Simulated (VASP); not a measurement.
Crystal: Ta4O.

```
Ta O
1.0
     3.25750    0.00000    0.00000
     0.00000    3.25750    0.00000
     0.00000    0.00000    7.40934
Ta O
4 1
Direct
  0.00000 0.00000 0.00000
  0.50000 0.50000 0.21684
  0.50000 0.50000 0.78316
  0.00000 0.00000 0.50000
  0.50000 0.50000 0.50000
```

Base run:

- Program: VASP 6.6.1
- Functional: PBEsol
- Potentials or basis: VASP PAW PBE potentials, release 64 (Ta_pv, O)
- Cutoff: 520 eV
- k mesh: 8 × 8 × 4
- Occupations: fermi-dirac, width 0.05 eV
- Spin: no spin polarisation
- Hubbard terms: Ta d U = 4.0 eV

Its results: band gap on the k mesh zero (band 25 reaches 7.22 eV, above the bottom of band 26 at 6.40 eV); pressure 4.3 GPa.

Task: After a change of settings the same cell gave: band gap on the k mesh zero (band 25 reaches 6.62 eV, above the bottom of band 26 at 5.81 eV); pressure -13.8 GPa. Which change was it?
A. potentials or basis from VASP PAW PBE potentials, release 64 (Ta_pv, O) to VASP PAW PBE potentials, release 64 (Ta_sv_GW, O); cutoff from 520 eV to 600 eV; further incar settings from ALGO = Normal; EDIFF = 1e-06; NBANDS = 33 to ALGO = Normal; EDIFF = 1e-06; NBANDS = 37; valence electrons from 50 to 58
B. hubbard terms from Ta d U = 4.0 eV to none; further incar settings from ALGO = Normal; EDIFF = 1e-06; NBANDS = 33 to ALGO = Normal; EDIFF = 1e-07; NBANDS = 33
C. hubbard terms from Ta d U = 4.0 eV to Ta d U = 2.0 eV
D. hubbard terms from Ta d U = 4.0 eV to none; dispersion from none to D3(BJ)

Result: D.

Caveats: the PAW data sets were made with another functional, which shifts forces and pressure a little; spin-orbit coupling is left out, which moves the levels of the heavy elements; U without spin polarisation on a metal has little footing (some runs); three body term missing (some runs); pairwise dispersion overbinds metals, which lowers pressure and volume (some runs).
